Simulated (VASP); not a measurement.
# CdS (nc) (F-43m) in VASP: vibrations by perturbation theory with PBE

Aim: the vibrations by perturbation theory of CdS (nc) with PBE.

Program: VASP 6.6.1. These are calculated values, not measurements. Logs are shortened: lines on timing, memory, paths and dates and some standing lists are left out, and cuts for length are marked.

### Step 1. The cell of the first run

The structure is cubic, space group F-43m (No. 216). The conventional cell has a = 5.927 Å, b = 5.927 Å, c = 5.927 Å, α = 90.00°, β = 90.00°, γ = 90.00°. Within 3.4 Å of Cd (site symmetry -43m) lie 4 S at 2.57 Å. S (site symmetry -43m) has 4 Cd at 2.57 Å within 3.4 Å.

### Step 2. Vibrations by perturbation theory, PBE

INCAR

```
SYSTEM = CdS
PREC = Accurate
ENCUT = 500
EDIFF = 1E-8
ISMEAR = 0
SIGMA = 0.01
LREAL = .FALSE.
LASPH = .TRUE.
NELM = 120
ALGO = Normal
ISIF = 2
LWAVE = .FALSE.
LCHARG = .FALSE.
GGA = PE
IBRION = 8
NSW = 1
LEPSILON = .TRUE.
GGA_COMPAT = .FALSE.
```

KPOINTS

```
Automatic mesh
0
G
  8 8 8
  0 0 0
```

POSCAR

```
CdS
1.0
    0.0000000000      2.9633237189      2.9633237189
    2.9633237189      0.0000000000      2.9633237189
    2.9633237189      2.9633237189      0.0000000000
Cd S
1 1
Direct
    0.0000000000      0.0000000000      0.0000000000
    0.2500000000      0.2500000000      0.2500000000
```

Potentials or basis: VASP PAW PBE potentials, release 64 (Cd, S).

Command:

```console
cat potpaw_PBE.64/Cd/POTCAR potpaw_PBE.64/S/POTCAR > POTCAR
mpirun -np 1 vasp_std > vasp.out
```

OUTCAR:

```text
SYSTEM = CdS
   PREC = Accurate
   ENCUT = 500
   EDIFF = 1E-8
   ISMEAR = 0
   LREAL = .FALSE.
   LASPH = .TRUE.
   NELM = 120
   ISIF = 2
   GGA = PE
   IBRION = 8
   NSW = 1
   LEPSILON = .TRUE.

 ion  position               nearest neighbor table
   1  0.000  0.000  0.000-   2 2.57   2 2.57   2 2.57   2 2.57
   2  0.250  0.250  0.250-   1 2.57   1 2.57   1 2.57   1 2.57

  LATTYP: Found a face centered cubic cell.
 ALAT       =     5.9266474378

  Lattice vectors:

 A1 = (   0.0000000000,   2.9633237189,   2.9633237189)
 A2 = (   2.9633237189,   0.0000000000,   2.9633237189)
 A3 = (   2.9633237189,   2.9633237189,   0.0000000000)

Analysis of symmetry for initial positions (statically):
=====================================================================
 Subroutine PRICEL returns:
 Original cell was already a primitive cell.

 Routine SETGRP: Setting up the symmetry group for a
 face centered cubic supercell.

 Subroutine GETGRP returns: Found 24 space group operations
 (whereof 24 operations were pure point group operations)
 out of a pool of 48 trial point group operations.

The static configuration has the point symmetry T_d .

Analysis of symmetry for dynamics (positions and initial velocities):
=====================================================================
 Subroutine PRICEL returns:
 Original cell was already a primitive cell.

 Routine SETGRP: Setting up the symmetry group for a
 face centered cubic supercell.

 Subroutine GETGRP returns: Found 24 space group operations
 (whereof 24 operations were pure point group operations)
 out of a pool of 48 trial point group operations.

The dynamic configuration has the point symmetry T_d .

 Subroutine INISYM returns: Found 24 space group operations
 (whereof 24 operations are pure point group operations),
 and found     1 'primitive' translations

----------------------------------------------------------------------------------------

                                     Primitive cell

  volume of cell :      52.0436

  direct lattice vectors                    reciprocal lattice vectors
     0.000000000  2.963323719  2.963323719    -0.168729456  0.168729456  0.168729456
     2.963323719  0.000000000  2.963323719     0.168729456 -0.168729456  0.168729456
     2.963323719  2.963323719  0.000000000     0.168729456  0.168729456 -0.168729456

  length of vectors
     4.190772593  4.190772593  4.190772593     0.292247991  0.292247991  0.292247991

  position of ions in fractional coordinates (direct lattice)
     0.000000000  0.000000000  0.000000000
     0.250000000  0.250000000  0.250000000

  ion indices of the primitive-cell ions
   primitive index   ion index
                 1           1
                 2           2

----------------------------------------------------------------------------------------

 KPOINTS: Automatic mesh

Automatic generation of k-mesh.
 Grid dimensions read from file:
 generate k-points for:    8    8    8

[... 533 lines left out ...]
 ------------------------------------------------------

 Free energy of the ion-electron system (eV)
  ---------------------------------------------------
  ---------------------------------------------------
  free energy    TOTEN  =        -0.88437777 eV

  energy without entropy =       -0.88437777

------------------------ aborting loop because EDIFF is reached ----------------------------------------

--------------------------------------- Ionic step        2  -------------------------------------------

------------------------ aborting loop because EDIFF is reached ----------------------------------------

--------------------------------------- Ionic step        3  -------------------------------------------

------------------------ aborting loop because EDIFF is reached ----------------------------------------

 PIEZOELECTRIC TENSOR FIELD DIRECTION 3  (e Angst)
 -----------------------------------------------------------------------------
    -0.00083 -2.11335  0.00000           ( -0.00000  0.02969  0.00000)
    -2.11335 -0.00083  0.00000           (  0.02969 -0.00000  0.00000)
     0.00000  0.00000 -0.00034           (  0.00000  0.00000 -0.00000)

 PIEZOELECTRIC TENSOR FIELD DIRECTION 3  (C/m^2)
 -----------------------------------------------------------------------------
    -0.00025 -0.65060  0.00000
    -0.65060 -0.00025  0.00000
     0.00000  0.00000 -0.00010

--------------------------------------- Ionic step        4  -------------------------------------------

------------------------ aborting loop because EDIFF is reached ----------------------------------------

[... ionic steps 5 to 6 ...]

--------------------------------------- Ionic step        7  -------------------------------------------

 Free energy of the ion-electron system (eV)
  ---------------------------------------------------
  ---------------------------------------------------
  free energy    TOTEN  =        -0.10791830 eV

  energy without entropy =       -0.10791830

------------------------ aborting loop because EDIFF is reached ----------------------------------------

 INTERNAL STRAIN TENSOR  FOR ION    2  DIRECTION 1   (eV/Angst):
 -----------------------------------------------------------------------------
     0.01130  0.00000  0.00000
     0.00000 -0.00256 -5.35176
     0.00000 -5.35176 -0.00256

 MACROSCOPIC STATIC DIELECTRIC TENSOR (including local field effects in DFT)
 ------------------------------------------------------
           6.696053    -0.000000    -0.000000
           0.000000     6.696053    -0.000000
           0.000000     0.000000     6.696053
 ------------------------------------------------------

 PIEZOELECTRIC TENSOR (including local field effects)  for field in x, y, z        (e  Angst)
          XX          YY          ZZ          XY          YZ          ZX
  --------------------------------------------------------------------------------
  x     0.00000     0.00000    -0.00000     0.00000    -2.12712     0.00000
  y     0.00000     0.00000    -0.00000     0.00000     0.00000    -2.12712
  z    -0.00000    -0.00000     0.00000    -2.12712     0.00000     0.00000

 PIEZOELECTRIC TENSOR (including local field effects)  for field in x, y, z        (C/m^2)
          XX          YY          ZZ          XY          YZ          ZX
  --------------------------------------------------------------------------------
  x     0.00000     0.00000    -0.00000     0.00000    -0.65484     0.00000
  y     0.00000     0.00000    -0.00000     0.00000     0.00000    -0.65484
  z    -0.00000    -0.00000     0.00000    -0.65484     0.00000     0.00000

 BORN EFFECTIVE CHARGES (including local field effects) (in |e|, cummulative output)
 ---------------------------------------------------------------------------------
 ion    1
    1     2.26384     0.00000     0.00000
    2     0.00000     2.26384     0.00000
    3     0.00000     0.00000     2.26384
 ion    2
    1    -2.26384     0.00000     0.00000
    2    -0.00000    -2.26384    -0.00000
    3     0.00000    -0.00000    -2.26384

 INTERNAL STRAIN TENSOR FOR ION    2 for displacements in x,y,z  (eV/Angst):
          X           Y           Z          XY          YZ          ZX
  --------------------------------------------------------------------------------
  x    -0.00000    -0.00000     0.00000     0.00000    -5.35176     0.00000
  y    -0.00000     0.00000     0.00000     0.00000     0.00000    -5.35176
  z    -0.00000     0.00000    -0.00000    -5.35176     0.00000     0.00000

 SECOND DERIVATIVES (NOT SYMMETRIZED)
 ------------------------------------
               1X          1Y          1Z          2X          2Y          2Z
  1X    -4.412401    0.000000    0.000000    4.412401    0.000000    0.000000
  1Y     0.000000   -4.412401    0.000000    0.000000    4.412401    0.000000
  1Z     0.000000    0.000000   -4.412401    0.000000    0.000000    4.412401
  2X     4.396097    0.000000    0.000000   -4.396097    0.000000    0.000000
  2Y     0.000000    4.396097    0.000000    0.000000   -4.396097    0.000000
  2Z     0.000000    0.000000    4.396097    0.000000    0.000000   -4.396097

 Eigenvectors and eigenvalues of the dynamical matrix
 ----------------------------------------------------

   1 f  =    6.565015 THz    41.249205 2PiTHz  218.985327 cm-1    27.150708 meV
             X         Y         Z           dx          dy          dz
      0.000000  0.000000  0.000000    -0.471790    0.000000    0.000000
      1.481662  1.481662  1.481662     0.881711    0.000000    0.000000
[... 21 lines left out ...]
   6 f/i=    0.005055 THz     0.031761 2PiTHz    0.168615 cm-1     0.020906 meV
             X         Y         Z           dx          dy          dz
      0.000000  0.000000  0.000000    -0.881711    0.000000    0.000000
      1.481662  1.481662  1.481662    -0.471790    0.000000    0.000000

--------------------------------------------------------------------------------------------------------

 MACROSCOPIC STATIC DIELECTRIC TENSOR IONIC CONTRIBUTION
 ------------------------------------------------------
           4.045918     0.000000     0.000000
           0.000000     4.045918     0.000000
           0.000000     0.000000     4.045918
 ------------------------------------------------------

 ELASTIC MODULI CONTR FROM IONIC RELAXATION (kBar)
 Direction    XX          YY          ZZ          XY          YZ          ZX
 --------------------------------------------------------------------------------
 XX          -0.0000      0.0000      0.0000      0.0000     -0.0000      0.0000
 YY           0.0000     -0.0000     -0.0000      0.0000      0.0000      0.0000
 ZZ           0.0000     -0.0000     -0.0000     -0.0000      0.0000      0.0000
 XY           0.0000      0.0000     -0.0000   -203.8525      0.0000      0.0000
 YZ          -0.0000      0.0000      0.0000      0.0000   -203.8525      0.0000
 ZX           0.0000      0.0000      0.0000      0.0000      0.0000   -203.8525
 --------------------------------------------------------------------------------

 PIEZOELECTRIC TENSOR IONIC CONTR  for field in x, y, z        (C/m^2)
          XX          YY          ZZ          XY          YZ          ZX
  --------------------------------------------------------------------------------
  x     0.00000    -0.00000    -0.00000     0.00000     0.85455     0.00000
  y    -0.00000    -0.00000    -0.00000     0.00000     0.00000     0.85455
  z    -0.00000    -0.00000     0.00000     0.85455     0.00000     0.00000
```

Wall time 3.8 min (1 thread of Intel Xeon Platinum 8488C (Sapphire Rapids), shared host); peak memory 0.31 GiB.

Results:

```yaml
Electronic_dielectric_tensor_diagonal: 6.70
Born_charges_mean_of_the_diagonal: Cd +2.26; S -2.26 e
Highest_phonon_frequency_at_Γ_LO-TO_splitting_left_out: 219 cm⁻¹
```

Phonon frequencies in cm⁻¹ (negative: imaginary):
| q point | frequencies |
| --- | --- |
| (0.000, 0.000, 0.000) | 0 0 0 219 219 219 |

Electronic dielectric tensor:
```
6.70 0.00 0.00
0.00 6.70 0.00
0.00 0.00 6.70
```

Born effective charge tensors (e):
atom 1, Cd
```
2.26 0.00 0.00
0.00 2.26 0.00
0.00 0.00 2.26
```
atom 2, S
```
-2.26  0.00  0.00
 0.00 -2.26  0.00
 0.00  0.00 -2.26
```
